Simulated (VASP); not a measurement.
# NaF (R-3m) in VASP: a series of runs

NaF is run at these levels: PBE; tasks: single point.

Program: VASP 6.6.1. These are calculated values, not measurements. Logs are shortened: lines on timing, memory, paths and dates and some standing lists are left out, and cuts for length are marked.

### 1 The cell of the first run

The structure is trigonal, space group R-3m (No. 166). Conventional cell: a = 3.366 Å, b = 3.366 Å, c = 7.668 Å, α = 90.00°, β = 90.00°, γ = 120.00°. Within 3.4 Å of Na (site symmetry -3m) lie 6 F at 2.33 Å and 12 Na at 3.21 to 3.37 Å. F (site symmetry -3m) has 6 Na at 2.33 Å and 12 F at 3.21 to 3.37 Å within 3.4 Å.

### 2 Single point, PBE

INCAR reads:

```
SYSTEM = NaF
ALGO = Normal
EDIFF = 1E-6
ENCUT = 520
GGA = PE
ISIF = 2
ISMEAR = 0
LASPH = .TRUE.
LCHARG = .FALSE.
LREAL = .FALSE.
LWAVE = .FALSE.
NBANDS = 14
NELM = 80
PREC = Accurate
SIGMA = 0.05
```

KPOINTS reads:

```
k-points
0
G
  10 10 10
  0 0 0
```

POSCAR reads:

```
NaF
1.0
   -0.1110753671      2.2691110705      2.2691110705
    2.2691110705     -0.1110753671      2.2691110705
    2.2691110705      2.2691110705     -0.1110753671
Na F
1 1
Direct
    0.0000000000      0.0000000000      0.0000000000
    0.5000000000      0.5000000000      0.5000000000
```

Potentials or basis: VASP PAW PBE potentials, release 64 (Na_pv, F).

On the command line:

```bash
$ cat potpaw_PBE.64/Na_pv/POTCAR potpaw_PBE.64/F/POTCAR > POTCAR
$ mpirun -np 1 vasp_std > vasp.out
```

OUTCAR:

```text
SYSTEM = NaF
   EDIFF = 1E-6
   ENCUT = 520
   GGA = PE
   ISIF = 2
   ISMEAR = 0
   LASPH = .TRUE.
   LREAL = .FALSE.
   NELM = 80
   PREC = Accurate

 ion  position               nearest neighbor table
   1  0.000  0.000  0.000-   2 2.33   2 2.33   2 2.33   2 2.33   2 2.33   2 2.33
   2  0.500  0.500  0.500-   1 2.33   1 2.33   1 2.33   1 2.33   1 2.33   1 2.33

  LATTYP: Found a trigonal (rhomboedric) cell.
 ALAT       =     3.2109294352
 COS(alpha) =     0.4505091948

  Lattice vectors:

 A1 = (  -0.1110753671,   2.2691110705,   2.2691110705)
 A2 = (   2.2691110705,  -0.1110753671,   2.2691110705)
 A3 = (   2.2691110705,   2.2691110705,  -0.1110753671)

Analysis of symmetry for initial positions (statically):
=====================================================================
 Subroutine PRICEL returns:
 Original cell was already a primitive cell.

 Routine SETGRP: Setting up the symmetry group for a
 trigonal (rhombohedral) supercell.

 Subroutine GETGRP returns: Found 12 space group operations
 (whereof 12 operations were pure point group operations)
 out of a pool of 12 trial point group operations.

The static configuration has the point symmetry D_3d.

Analysis of symmetry for dynamics (positions and initial velocities):
=====================================================================
 Subroutine PRICEL returns:
 Original cell was already a primitive cell.

 Routine SETGRP: Setting up the symmetry group for a
 trigonal (rhombohedral) supercell.

 Subroutine GETGRP returns: Found 12 space group operations
 (whereof 12 operations were pure point group operations)
 out of a pool of 12 trial point group operations.

The dynamic configuration has the point symmetry D_3d.

 Subroutine INISYM returns: Found 12 space group operations
 (whereof 12 operations are pure point group operations),
 and found     1 'primitive' translations

----------------------------------------------------------------------------------------

                                     Primitive cell

  volume of cell :      25.0811

  direct lattice vectors                    reciprocal lattice vectors
    -0.111075367  2.269111071  2.269111071    -0.204797065  0.215338091  0.215338091
     2.269111071 -0.111075367  2.269111071     0.215338091 -0.204797065  0.215338091
     2.269111071  2.269111071 -0.111075367     0.215338091  0.215338091 -0.204797065

  length of vectors
     3.210929435  3.210929435  3.210929435     0.366991586  0.366991586  0.366991586
[... 85 lines left out ...]
   IBRION =     -1    ionic relax: 0-MD 1-quasi-New 2-CG
   NFREE  =      0    steps in history (QN), initial steepest desc. (CG)
   ISIF   =      2    stress and relaxation
   ISYM   =      2    0-nonsym 1-usesym 2-fastsym
   POTIM  = 0.5000    time-step for ionic-motion
   TEBEG  =    0.0;   TEEND  =   0.0 temperature during run
   PSTRESS=    0.0 pullay stress
   NELECT =      14.0000    total number of electrons
   NUPDOWN=      -1.0000    fix difference up-down
   EMIN   =  10.00;   EMAX   =-10.00  energy-range for DOS
   EFERMI =   0.00;   METHOD = LEGACY
   ISMEAR =     0;   SIGMA  =   0.05  broadening in eV -4-tet -1-fermi 0-gaus
   EFERMI_NEDOS =   21; number of points for ismear=-14 and -15
   IALGO  =     38    algorithm
   IMIX   =      4    mixing-type and parameters
     AMIX     =   0.40;   BMIX     =  1.00
     AMIX_MAG =   1.60;   BMIX_MAG =  1.00
  volume/ion in A,a.u.               =      12.54        84.63
  Fermi-wavevector in a.u.,A,eV,Ry     =   1.347935  2.547227 24.720809  1.816928
  Thomas-Fermi vector in A             =   2.475645
   LORBIT       =      0    0 simple, 1 ext, 2 COOP (PROOUT), +10 PAW based schemes
   GGA     = PE    functional components
   LHFCALC =     F    Hartree Fock is set to
   AEXX    =    0.0000 exact exchange contribution
   IVDW    =     0    specifies the selected vdW correction
   LEPSILON=     F    determine dielectric tensor
   LRPA    =     F    only Hartree local field effects (RPA)
 non-spin polarized calculation
 Gauss-broadening in eV      SIGMA  =   0.05
  energy-cutoff  :      520.00
  volume of cell :       25.08
 maximum number of plane-waves:       688
   NGX = 11   NGY = 11   NGZ = 11

 number of electron      14.0000004 magnetization

 Free energy of the ion-electron system (eV)
  ---------------------------------------------------
  ext. energy  EPLUGINS =         0.00000000
  ---------------------------------------------------
  free energy    TOTEN  =        -8.55074327 eV

  energy without entropy =       -8.55074327  energy(sigma->0) =       -8.55074327

 E-fermi :  -1.7594     XC(G=0):  -9.1188

 val. band max:       -1.9857815787   @ k =   0.0000   0.0000   0.0000
 cond. band min:       4.1258595455   @ k =   0.0000   0.0000   0.0000
 fundamental gap:      6.1116411242
 Fermi energy:        -1.7593613821

 k-point     1 :       0.0000    0.0000    0.0000
  band No.  band energies     occupation
      1     -21.2661      2.00000
      2     -21.1171      2.00000
      3     -21.1064      2.00000
      4     -21.1064      2.00000
      5      -2.1597      2.00000
      6      -2.1597      2.00000
      7      -1.9858      2.00000
      8       4.1259      0.00000
      9      16.2364      0.00000
     10      16.2364      0.00000
     11      18.0762      0.00000
     12      19.5700      0.00000
     13      21.8778      0.00000
     14      21.8778      0.00000
[... 377 lines left out ...]
      1     -21.5626      2.00000
      2     -21.1617      2.00000
      3     -21.1435      2.00000
      4     -20.6903      2.00000
      5      -3.2754      2.00000
      6      -2.5583      2.00000
      7      -2.3337      2.00000
      8       8.3780      0.00000
      9      11.6525      0.00000
     10      14.5670      0.00000
     11      16.8705      0.00000
     12      18.0645      0.00000
     13      22.9307      0.00000
     14      24.4290      0.00000

 [... further k-points ...]
[... 5 lines left out ...]
  --------------------------------------------------------------------------------------
  -------------------------------------------------------------------------------------
  Total        0.2320533      0.2320533      0.2320533      0.1756917      0.1756917      0.1756917
  in kB       14.8235557     14.8235557     14.8235557     11.2231813     11.2231813     11.2231813
  external PRESSURE =      14.8235557 kB  Pullay stress =       0.0000000 kB

 VOLUME and BASIS-vectors are now :
 -----------------------------------------------------------------------------
  energy-cutoff  :      520.00
  volume of cell :       25.08
      direct lattice vectors                 reciprocal lattice vectors
    -0.111075367  2.269111071  2.269111071    -0.204797065  0.215338091  0.215338091
     2.269111071 -0.111075367  2.269111071     0.215338091 -0.204797065  0.215338091
     2.269111071  2.269111071 -0.111075367     0.215338091  0.215338091 -0.204797065

 POSITION                                       TOTAL-FORCE (eV/Angst)
 -----------------------------------------------------------------------------------
      0.00000      0.00000      0.00000         0.000000     -0.000000     -0.000000
      2.21357      2.21357      2.21357        -0.000000      0.000000      0.000000
 -----------------------------------------------------------------------------------
    total drift:                                0.000000     -0.000000      0.000000

  FREE ENERGIE OF THE ION-ELECTRON SYSTEM (eV)
  ---------------------------------------------------
  free  energy   TOTEN  =        -8.5507432736 eV

  energy  without entropy=       -8.5507432736  energy(sigma->0) =       -8.55074327
```

OSZICAR:

```text
N       E                     dE             d eps       ncg     rms          rms(c)
DAV:   1     0.105732663682E+03    0.10573E+03   -0.77282E+03  3328   0.120E+03
DAV:   2    -0.414784702717E+01   -0.10988E+03   -0.10159E+03  3566   0.333E+02
DAV:   3    -0.940605965794E+01   -0.52582E+01   -0.52483E+01  4142   0.673E+01
DAV:   4    -0.944951172868E+01   -0.43452E-01   -0.43450E-01  3584   0.659E+00
DAV:   5    -0.944996977312E+01   -0.45804E-03   -0.45804E-03  4130   0.669E-01    0.542E+00
DAV:   6    -0.855992441236E+01    0.89005E+00   -0.30942E+00  3898   0.147E+01    0.183E+00
DAV:   7    -0.854912188660E+01    0.10803E-01   -0.30188E-02  3374   0.206E+00    0.106E+00
DAV:   8    -0.855018836170E+01   -0.10665E-02   -0.29541E-02  3524   0.347E+00    0.150E-01
DAV:   9    -0.855084907009E+01   -0.66071E-03   -0.42198E-03  4070   0.599E-01    0.124E-01
DAV:  10    -0.855074107125E+01    0.10800E-03   -0.79132E-04  3614   0.321E-01    0.148E-02
DAV:  11    -0.855074280829E+01   -0.17370E-05   -0.27700E-05  3914   0.773E-02    0.354E-03
DAV:  12    -0.855074327365E+01   -0.46536E-06   -0.16260E-06  3608   0.153E-02
   1 F= -.85507433E+01 E0= -.85507433E+01  d E =-.351971E-13
```

Run time: 45 s. Hardware: 1 thread of Intel Xeon 8259CL, shared host; peak memory 0.16 GiB.

What came out:

```
Free energy            : -8.5507 eV
Pressure               : 1.5 GPa
Band gap on the k mesh : 6.11 eV
```

Levels at points of the mesh, in eV from the valence-band top:
```
           k point  band 5  band 6  band 7  band 8  band 9  band 10
(0.00, 0.00, 0.00)   -0.17   -0.17    0.00    6.11   18.22    18.22
(0.50, 0.00, 0.00)   -1.71   -0.39   -0.26   10.58   12.06    19.72
(0.50, 0.50, 0.00)   -1.38   -0.62   -0.42   12.95   12.97    13.58
(0.50, 0.50, 0.50)   -1.64   -0.49   -0.49   10.66   12.88    19.12
```

 A k mesh can miss the band edges.

### 3 Single point, PBE

This run uses another cell than the first one, of the same volume but with other edges.

INCAR reads:

```
PREC = Accurate
ENCUT = 520
EDIFF = 1E-6
ISMEAR = 0
SIGMA = 0.05
LREAL = False
LASPH = True
NELM = 100
ALGO = Normal
ISIF = 2
LWAVE = False
LCHARG = False
GGA = PE
NBANDS = 14
```

KPOINTS reads:

```
regular mesh
0
Gamma
  10 10 10
```

POSCAR reads:

```
NaF
1.0
    0.1207710295      2.3852278333      2.3852278333
    2.3852278333      0.1207710295      2.3852278333
    2.3852278333      2.3852278333      0.1207710295
Na F
1 1
Direct
    0.0000000000      0.0000000000      0.0000000000
    0.5000000000      0.5000000000      0.5000000000
```

Potentials or basis: VASP PAW PBE potentials, release 64 (Na_pv, F).

On the command line:

```bash
$ cat potpaw_PBE.64/Na_pv/POTCAR potpaw_PBE.64/F/POTCAR > POTCAR
$ mpirun -np 1 vasp_std > vasp.out
```

OUTCAR:

```text
PREC = Accurate
   ENCUT = 520
   EDIFF = 1E-6
   ISMEAR = 0
   LREAL = False
   LASPH = True
   NELM = 100
   ISIF = 2
   GGA = PE

 ion  position               nearest neighbor table
   1  0.000  0.000  0.000-   2 2.33   2 2.33   2 2.33   2 2.33   2 2.33   2 2.33
   2  0.500  0.500  0.500-   1 2.33   1 2.33   1 2.33   1 2.33   1 2.33   1 2.33

  LATTYP: Found a trigonal (rhomboedric) cell.
 ALAT       =     3.3753828339
 COS(alpha) =     0.5499279885

  Lattice vectors:

 A1 = (   0.1207710295,   2.3852278333,   2.3852278333)
 A2 = (   2.3852278333,   0.1207710295,   2.3852278333)
 A3 = (   2.3852278333,   2.3852278333,   0.1207710295)

Analysis of symmetry for initial positions (statically):
=====================================================================
 Subroutine PRICEL returns:
 Original cell was already a primitive cell.

 Routine SETGRP: Setting up the symmetry group for a
 trigonal (rhombohedral) supercell.

 Subroutine GETGRP returns: Found 12 space group operations
 (whereof 12 operations were pure point group operations)
 out of a pool of 12 trial point group operations.

The static configuration has the point symmetry D_3d.

Analysis of symmetry for dynamics (positions and initial velocities):
=====================================================================
 Subroutine PRICEL returns:
 Original cell was already a primitive cell.

 Routine SETGRP: Setting up the symmetry group for a
 trigonal (rhombohedral) supercell.

 Subroutine GETGRP returns: Found 12 space group operations
 (whereof 12 operations were pure point group operations)
 out of a pool of 12 trial point group operations.

The dynamic configuration has the point symmetry D_3d.

 Subroutine INISYM returns: Found 12 space group operations
 (whereof 12 operations are pure point group operations),
 and found     1 'primitive' translations

----------------------------------------------------------------------------------------

[... 117 lines left out ...]
   GGA     = PE    functional components
   LHFCALC =     F    Hartree Fock is set to
   AEXX    =    0.0000 exact exchange contribution
   IVDW    =     0    specifies the selected vdW correction
   LEPSILON=     F    determine dielectric tensor
   LRPA    =     F    only Hartree local field effects (RPA)
 non-spin polarized calculation
 Gauss-broadening in eV      SIGMA  =   0.05
  energy-cutoff  :      520.00
  volume of cell :       25.08
 maximum number of plane-waves:       688
 NGX is ok and might be reduce to    28

 number of electron      14.0000007 magnetization

 Free energy of the ion-electron system (eV)
  ---------------------------------------------------
  ext. energy  EPLUGINS =         0.00000000
  ---------------------------------------------------
  free energy    TOTEN  =        -8.54577441 eV

  energy without entropy =       -8.54577441  energy(sigma->0) =       -8.54577441

 E-fermi :  -1.7547     XC(G=0):  -9.1190

 val. band max:       -2.0205284768   @ k =   0.0000   0.0000   0.0000
 cond. band min:       4.1203963259   @ k =   0.0000   0.0000   0.0000
 fundamental gap:      6.1409248027
 Fermi energy:        -1.7546893262

 k-point     1 :       0.0000    0.0000    0.0000
  band No.  band energies     occupation
      1     -21.2615      2.00000
      2     -21.1195      2.00000
      3     -21.1195      2.00000
      4     -21.1070      2.00000
      5      -2.2477      2.00000
      6      -2.0205      2.00000
      7      -2.0205      2.00000
      8       4.1204      0.00000
      9      15.6730      0.00000
     10      17.4447      0.00000
     11      17.4447      0.00000
     12      19.4971      0.00000
     13      21.8852      0.00000
     14      21.8852      0.00000
[... 377 lines left out ...]
      1     -21.5582      2.00000
      2     -21.1703      2.00000
      3     -21.1477      2.00000
      4     -20.6937      2.00000
      5      -3.2564      2.00000
      6      -2.5228      2.00000
      7      -2.3896      2.00000
      8       8.3691      0.00000
      9      11.7458      0.00000
     10      14.5382      0.00000
     11      16.8697      0.00000
     12      17.9204      0.00000
     13      23.0149      0.00000
     14      24.2860      0.00000

 [... further k-points ...]
[... 5 lines left out ...]
  --------------------------------------------------------------------------------------
  -------------------------------------------------------------------------------------
  Total        0.2315983      0.2315983      0.2315983     -0.2499617     -0.2499617     -0.2499617
  in kB       14.7944905     14.7944905     14.7944905    -15.9675486    -15.9675486    -15.9675486
  external PRESSURE =      14.7944905 kB  Pullay stress =       0.0000000 kB

 VOLUME and BASIS-vectors are now :
 -----------------------------------------------------------------------------
  energy-cutoff  :      520.00
  volume of cell :       25.08
      direct lattice vectors                 reciprocal lattice vectors
     0.120771030  2.385227833  2.385227833    -0.226255444  0.215351567  0.215351567
     2.385227833  0.120771030  2.385227833     0.215351567 -0.226255444  0.215351567
     2.385227833  2.385227833  0.120771030     0.215351567  0.215351567 -0.226255444

 POSITION                                       TOTAL-FORCE (eV/Angst)
 -----------------------------------------------------------------------------------
      0.00000      0.00000      0.00000        -0.000000     -0.000000      0.000000
      2.44561      2.44561      2.44561         0.000000      0.000000     -0.000000
 -----------------------------------------------------------------------------------
    total drift:                                0.000000      0.000000      0.000000

  FREE ENERGIE OF THE ION-ELECTRON SYSTEM (eV)
  ---------------------------------------------------
  free  energy   TOTEN  =        -8.5457744087 eV

  energy  without entropy=       -8.5457744087  energy(sigma->0) =       -8.54577441
```

stdout:

```text
POSCAR found type information on POSCAR NaF
 POSCAR found :  2 types and       2 ions
 scaLAPACK will be used
 LDA part: xc-table for (Slater+PW92), standard interpolation
 POSCAR, INCAR and KPOINTS ok, starting setup
 FFT: planning ... GRIDC
 FFT: planning ... GRID_SOFT
 FFT: planning ... GRID
 WAVECAR not read
 entering main loop
```

Run time: 86 s. Hardware: 1 thread of Intel Xeon 8259CL, shared host; peak memory 0.17 GiB.

What came out:

* Free energy: -8.5458 eV
* Pressure: 1.5 GPa
* Band gap on the k mesh: 6.14 eV

 A k mesh can miss the band edges.
